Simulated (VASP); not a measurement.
Write the native input for VASP 6.6.1 that does the following.

* Task: single point
* Functional: PBE-based screened hybrid with 5 % exact exchange
* Potentials or basis: VASP PAW PBE potentials, release 64 (K_sv, Cl)
* Cutoff: 520 eV
* k mesh: 4 × 4 × 4
* Occupations: gaussian, width 0.01 eV
* Spin: no spin polarisation
* Dipole correction: no
* Grid for exact exchange (PRECFOCK): Normal
* Share of exact exchange: 0.05
* Further INCAR settings: ALGO = Normal; EDIFF = 1e-06; NBANDS = 15
* Screening parameter: 0.3 1/Å

KCl:

```xyz
2
Lattice="0.0000 3.1448 3.1448 3.1448 0.0000 3.1448 3.1448 3.1448 0.0000" Properties=species:S:1:pos:R:3 pbc="T T T"
K     0.0000    0.0000    0.0000
Cl    3.1448    3.1448    3.1448
```

The input as run:

POSCAR

```
KCl
1.0
    0.0000000000      3.1448471320      3.1448471320
    3.1448471320      0.0000000000      3.1448471320
    3.1448471320      3.1448471320      0.0000000000
K Cl
1 1
Direct
    0.0000000000      0.0000000000      0.0000000000
    0.5000000000      0.5000000000      0.5000000000
```

INCAR.step1

```
SYSTEM = KCl
ALGO     = Normal         ! electronic algorithm
EDIFF    = 1E-5           ! SCF threshold, eV
ENCUT    = 520            ! plane-wave cutoff, eV
GGA      = PE             ! functional
ISIF     = 2              ! what is computed and relaxed
ISMEAR   = 0              ! smearing method
LASPH    = .TRUE.         ! aspherical terms in the spheres
LCHARG   = .FALSE.        ! write CHGCAR
LREAL    = .FALSE.        ! projectors in reciprocal space
LWAVE    = .TRUE.         ! write WAVECAR
NBANDS   = 15             ! bands
NELM     = 80             ! most SCF steps
PREC     = Accurate       ! precision mode
SIGMA    = 0.01           ! smearing width, eV
```

INCAR.step2

```
SYSTEM = KCl
AEXX     = 0.05           ! exact-exchange fraction
ALGO     = Normal         ! electronic algorithm
EDIFF    = 1E-6           ! SCF threshold, eV
ENCUT    = 520            ! plane-wave cutoff, eV
GGA      = PE             ! functional
HFSCREEN = 0.3            ! screening, 1/A
ISIF     = 2              ! what is computed and relaxed
ISMEAR   = 0              ! smearing method
ISTART   = 1            
LASPH    = .TRUE.         ! aspherical terms in the spheres
LCHARG   = .FALSE.        ! write CHGCAR
LHFCALC  = .TRUE.         ! exact exchange
LREAL    = .FALSE.        ! projectors in reciprocal space
LWAVE    = .FALSE.        ! write WAVECAR
NBANDS   = 15             ! bands
NELM     = 80             ! most SCF steps
PREC     = Accurate       ! precision mode
PRECFOCK = Normal       
SIGMA    = 0.01           ! smearing width, eV
```

KPOINTS

```
k-points
0
G
  4 4 4
  0 0 0
```

Potentials or basis: VASP PAW PBE potentials, release 64 (K_sv, Cl).

Command:

```bash
$ cat potpaw_PBE.64/K_sv/POTCAR potpaw_PBE.64/Cl/POTCAR > POTCAR
$ cp INCAR.step1 INCAR
$ mpirun -np 1 vasp_std > vasp.out
$ cp INCAR.step2 INCAR
$ mpirun -np 1 vasp_std > vasp.out
```

Results of the run:

| Quantity | Value |
| --- | --- |
| Pressure | 0.8 GPa |
| Band gap on the k mesh | 5.40 eV |

Caveat: the k points lie up to 0.43 Å⁻¹ apart; the PAW data sets were made with another functional, which shifts forces and pressure a little.

Wall time 2.9 min on 1 thread of Intel(R) Xeon(R) Platinum 8488C (Sapphire Rapids) (shared host), peak memory 0.32 GiB.
